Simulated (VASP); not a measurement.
# Cr (P6_3/mmc) in VASP: notebook

Runs on Cr. Level: PBE. Tasks: single point.

Program: VASP 6.6.1. These are calculated values, not measurements. Logs are shortened: lines on timing, memory, paths and dates and some standing lists are left out, and cuts for length are marked.

### Step 1. The cell of the first run

The structure is hexagonal, space group P6_3/mmc (No. 194). The conventional cell has a = 2.425 Å, b = 2.425 Å, c = 4.309 Å, α = 90.00°, β = 90.00°, γ = 120.00°. Cr (site symmetry -6m2) has 12 Cr at 2.42 to 2.57 Å within 3.2 Å.

### Step 2. Single point, PBE, collinear spin, ferromagnetic start (volume scaled by 0.92)

INCAR reads:

```
SYSTEM = Cr
PREC = Accurate
ENCUT = 520
EDIFF = 1E-6
ISMEAR = -1
SIGMA = 0.08
LREAL = .FALSE.
LASPH = .TRUE.
NELM = 150
ALGO = Normal
ISIF = 2
LWAVE = .FALSE.
LCHARG = .TRUE.
ISPIN = 2
MAGMOM = 2 2
LORBIT = 11
LMAXMIX = 4
GGA = PE
LELF = .TRUE.
LVHAR = .TRUE.
NBANDS = 23
```

KPOINTS reads:

```
Automatic mesh
0
G
  19 19 10
  0 0 0
```

POSCAR reads:

```
Cr
1.0
    2.4246814501      0.0000000000      0.0000000000
   -1.2123407251      2.0998357319      0.0000000000
    0.0000000000      0.0000000000      4.3086917875
Cr
2
Direct
    0.3333333333      0.6666666667      0.2500000000
    0.6666666667      0.3333333333      0.7500000000
```

Potentials or basis: VASP PAW PBE potentials, release 64 (Cr_pv).

Run with:

```
> cat potpaw_PBE.64/Cr_pv/POTCAR > POTCAR
> mpirun -np 1 vasp_std > vasp.out
```

OUTCAR:

```text
SYSTEM = Cr
   PREC = Accurate
   ENCUT = 520
   EDIFF = 1E-6
   ISMEAR = -1
   LREAL = .FALSE.
   LASPH = .TRUE.
   NELM = 150
   ISIF = 2
   ISPIN = 2
   LORBIT = 11
   GGA = PE

 ion  position               nearest neighbor table
   1  0.333  0.667  0.250-   2 2.57   2 2.57   2 2.57   2 2.57   2 2.57   2 2.57
   2  0.667  0.333  0.750-   1 2.57   1 2.57   1 2.57   1 2.57   1 2.57   1 2.57

  LATTYP: Found a hexagonal cell.
 ALAT       =     2.4246814501
 C/A-ratio  =     1.7770135484

  Lattice vectors:

 A1 = (   2.4246814501,   0.0000000000,   0.0000000000)
 A2 = (  -1.2123407251,   2.0998357319,   0.0000000000)
 A3 = (   0.0000000000,   0.0000000000,   4.3086917875)

Analysis of symmetry for initial positions (statically):
=====================================================================
 Subroutine PRICEL returns:
 Original cell was already a primitive cell.

 Routine SETGRP: Setting up the symmetry group for a
 hexagonal supercell.

 Subroutine GETGRP returns: Found 24 space group operations
 (whereof 12 operations were pure point group operations)
 out of a pool of 24 trial point group operations.

The static configuration has the point symmetry D_3d.
 The point group associated with its full space group is D_6h.

Analysis of symmetry for dynamics (positions and initial velocities):
=====================================================================
 Subroutine PRICEL returns:
 Original cell was already a primitive cell.

 Routine SETGRP: Setting up the symmetry group for a
 hexagonal supercell.

 Subroutine GETGRP returns: Found 24 space group operations
 (whereof 12 operations were pure point group operations)
 out of a pool of 24 trial point group operations.

The dynamic configuration has the point symmetry D_3d.
 The point group associated with its full space group is D_6h.

Analysis of structural, dynamic, and magnetic symmetry:
=====================================================================
 Subroutine PRICEL returns:
 Original cell was already a primitive cell.

 Routine SETGRP: Setting up the symmetry group for a
 hexagonal supercell.

 Subroutine GETGRP returns: Found 24 space group operations
 (whereof 12 operations were pure point group operations)
 out of a pool of 24 trial point group operations.

The overall configuration has the point symmetry D_3d.
 The point group associated with its full space group is D_6h.

 Subroutine INISYM returns: Found 24 space group operations
 (whereof 12 operations are pure point group operations),
 and found     1 'primitive' translations

[... 111 lines left out ...]
   IALGO  =     38    algorithm
   IMIX   =      4    mixing-type and parameters
     AMIX     =   0.40;   BMIX     =  1.00
     AMIX_MAG =   1.60;   BMIX_MAG =  1.00
  volume/ion in A,a.u.               =      10.97        74.02
  Fermi-wavevector in a.u.,A,eV,Ry     =   1.686877  3.187735 38.716115  2.845554
  Thomas-Fermi vector in A             =   2.769463
   LORBIT       =     11    0 simple, 1 ext, 2 COOP (PROOUT), +10 PAW based schemes
   GGA     = PE    functional components
   LHFCALC =     F    Hartree Fock is set to
   AEXX    =    0.0000 exact exchange contribution
   IVDW    =     0    specifies the selected vdW correction
   LEPSILON=     F    determine dielectric tensor
   LRPA    =     F    only Hartree local field effects (RPA)
 spin polarized calculation
  energy-cutoff  :      520.00
  volume of cell :       21.94
 maximum number of plane-waves:       607
 NGX is ok and might be reduce to    18
   NGX =  9   NGY =  9   NGZ = 17

 number of electron      24.0000002 magnetization       0.0138713

 number of electron      24.0000002 magnetization      -0.0012068

 Free energy of the ion-electron system (eV)
  ---------------------------------------------------
  ext. energy  EPLUGINS =         0.00000000
  ---------------------------------------------------
  free energy    TOTEN  =       -18.13245017 eV

  energy without entropy =      -18.06939680  energy(sigma->0) =      -18.10092349

 E-fermi :  11.5579     XC(G=0): -13.9525

 val. band max:       11.5572715160   @ k =   0.4211   0.1579   0.4000
 cond. band min:      11.5600652732   @ k =   0.3684   0.0000   0.1000
 fundamental gap:      0.0027937572
 Fermi energy:        11.5578605257

 spin component 1

 k-point     1 :       0.0000    0.0000    0.0000
  band No.  band energies     occupation
      1     -31.7860      1.00000
      2     -30.8957      1.00000
      3     -30.7478      1.00000
      4     -30.7478      1.00000
      5     -30.6629      1.00000
      6     -30.6629      1.00000
[... 613 lines left out ...]
     22      24.1532      0.00000
     23      27.9473      0.00000

 [... further k-points ...]

 spin component 2

 k-point     1 :       0.0000    0.0000    0.0000
  band No.  band energies     occupation
      1     -31.7864      1.00000
      2     -30.8961      1.00000
      3     -30.7482      1.00000
      4     -30.7482      1.00000
      5     -30.6632      1.00000
      6     -30.6632      1.00000
[... 613 lines left out ...]
     22      24.1528      0.00000
     23      27.9469      0.00000

 [... further k-points ...]
[... 5 lines left out ...]
  --------------------------------------------------------------------------------------
  -------------------------------------------------------------------------------------
  Total        3.0997820      3.0997820      3.1048553     -0.0000000     -0.0000000      0.0000000
  in kB      226.3895093    226.3895093    226.7600289     -0.0000000     -0.0000000      0.0000000
  external PRESSURE =     226.5130158 kB  Pullay stress =       0.0000000 kB

 VOLUME and BASIS-vectors are now :
 -----------------------------------------------------------------------------
  energy-cutoff  :      520.00
  volume of cell :       21.94
      direct lattice vectors                 reciprocal lattice vectors
     2.424681450  0.000000000  0.000000000     0.412425311  0.238113864  0.000000000
    -1.212340725  2.099835732  0.000000000     0.000000000  0.476227728  0.000000000
     0.000000000  0.000000000  4.308691787     0.000000000  0.000000000  0.232089007

 POSITION                                       TOTAL-FORCE (eV/Angst)
 -----------------------------------------------------------------------------------
     -0.00000      1.39989      1.07717        -0.000000     -0.000000     -0.000000
      1.21234      0.69995      3.23152         0.000000      0.000000      0.000000
 -----------------------------------------------------------------------------------
    total drift:                                0.000000     -0.000000      0.000000

  FREE ENERGIE OF THE ION-ELECTRON SYSTEM (eV)
  ---------------------------------------------------
  free  energy   TOTEN  =       -18.1324501736 eV

  energy  without entropy=      -18.0693967997  energy(sigma->0) =      -18.10092349

 total charge

# of ion       s       p       d       tot
------------------------------------------
    1        0.471   6.419   4.315  11.206
    2        0.471   6.419   4.315  11.206
--------------------------------------------------
tot          0.943  12.839   8.631  22.413

 magnetization (x)

# of ion       s       p       d       tot
------------------------------------------
    1       -0.000  -0.000  -0.000  -0.000
    2       -0.000  -0.000  -0.000  -0.000
--------------------------------------------------
tot         -0.000  -0.000  -0.001  -0.001
```

OSZICAR:

```text
N       E                     dE             d eps       ncg     rms          rms(c)
DAV:   1     0.243039673369E+03    0.24304E+03   -0.13742E+04 22240   0.134E+03
DAV:   2    -0.117794540801E+02   -0.25482E+03   -0.24549E+03 22577   0.384E+02
DAV:   3    -0.198764769199E+02   -0.80970E+01   -0.80309E+01 28121   0.799E+01
DAV:   4    -0.199440902734E+02   -0.67613E-01   -0.67562E-01 22986   0.750E+00
DAV:   5    -0.199448966191E+02   -0.80635E-03   -0.80633E-03 23557   0.767E-01    0.210E+01
DAV:   6    -0.179954583444E+02    0.19494E+01   -0.75190E+00 25279   0.318E+01    0.456E+00
DAV:   7    -0.181232899986E+02   -0.12783E+00   -0.23899E-01 24743   0.443E+00    0.341E+00
DAV:   8    -0.181331366027E+02   -0.98466E-02   -0.75665E-03 23494   0.895E-01    0.115E+00
DAV:   9    -0.181321056634E+02    0.10309E-02   -0.49114E-03 24495   0.658E-01    0.314E-01
DAV:  10    -0.181323897251E+02   -0.28406E-03   -0.13159E-03 23802   0.304E-01    0.107E-01
DAV:  11    -0.181324338026E+02   -0.44078E-04   -0.43278E-05 24719   0.686E-02    0.473E-02
DAV:  12    -0.181324503175E+02   -0.16515E-04   -0.11853E-05 24278   0.243E-02    0.174E-02
DAV:  13    -0.181324501736E+02    0.14389E-06   -0.27875E-06 23171   0.152E-02
   1 F= -.18132450E+02 E0= -.18100923E+02  d E =-.630534E-01  mag=     0.0002
```

Wall time 3.3 min (1 thread of Intel Xeon Platinum 8259CL at 2.50GHz (Skylake/Cascade Lake), shared host); peak memory 0.26 GiB.

What came out:

| Item | Value |
| --- | --- |
| Free energy | -18.1325 eV |
| Pressure | 22.7 GPa |
| Band gap on the k mesh | zero (filled and empty bands overlap) |
| Net moment | 0.00 μB per cell |
| Valence electrons inside the program's atomic spheres | Cr 11.21 |

Caveat: the starting moments collapsed, and a magnetic state may lie lower.

### Step 3. Single point, PBE, collinear spin, ferromagnetic start (volume scaled by 0.92)

INCAR reads:

```
PREC     = Accurate       # precision mode
ENCUT    = 520            # plane-wave cutoff, eV
EDIFF    = 1E-6           # SCF threshold, eV
ISMEAR   = -1             # smearing method
SIGMA    = 0.08           # smearing width, eV
LREAL    = F              # projectors in reciprocal space
LASPH    = T              # aspherical terms in the spheres
NELM     = 150            # most SCF steps
ALGO     = Normal         # electronic algorithm
ISIF     = 2              # what is computed and relaxed
LWAVE    = F              # write WAVECAR
LCHARG   = F              # write CHGCAR
ISPIN    = 2              # spin polarisation
MAGMOM   = 2 2            # initial moments
LORBIT   = 11             # projections on sites
LMAXMIX  = 4              # l up to which the mixer works
GGA      = PE             # functional
NBANDS   = 23             # bands
```

KPOINTS reads:

```
Automatic mesh
0
Gamma
  19 19 10
```

POSCAR is that of step 2.

Potentials or basis: VASP PAW PBE potentials, release 64 (Cr_pv).

Run with:

```
> cat potpaw_PBE.64/Cr_pv/POTCAR > POTCAR
> mpirun -np 1 vasp_std > vasp.out
```

Run time: 3.2 min. Hardware: 1 thread of Intel Xeon Platinum 8259CL at 2.50GHz (Skylake/Cascade Lake), shared host; peak memory 0.26 GiB.

The run converged. Its results:

- Free energy: -18.1325 eV
- Pressure: 22.7 GPa
- Band gap on the k mesh: zero (filled and empty bands overlap)
- Net moment: 0.00 μB per cell
- Valence electrons inside the program's atomic spheres: Cr 11.21

Levels at points of the mesh, in eV from the Fermi level:
Spin up:
```tsv
k point	band 10	band 11	band 12	band 13	band 14	band 15
(0.00, 0.00, 0.00)	-0.43	-0.43	-0.07	-0.04	-0.04	1.15
(0.00, 0.00, 0.50)	-1.74	-0.40	-0.40	-0.40	-0.40	1.99
```
Spin down:
```
           k point  band 10  band 11  band 12  band 13  band 14  band 15
(0.00, 0.00, 0.00)    -0.43    -0.43    -0.07    -0.04    -0.04     1.15
(0.00, 0.00, 0.50)    -1.74    -0.40    -0.40    -0.40    -0.40     1.99
```

Caveat: the starting moments collapsed, and a magnetic state may lie lower.
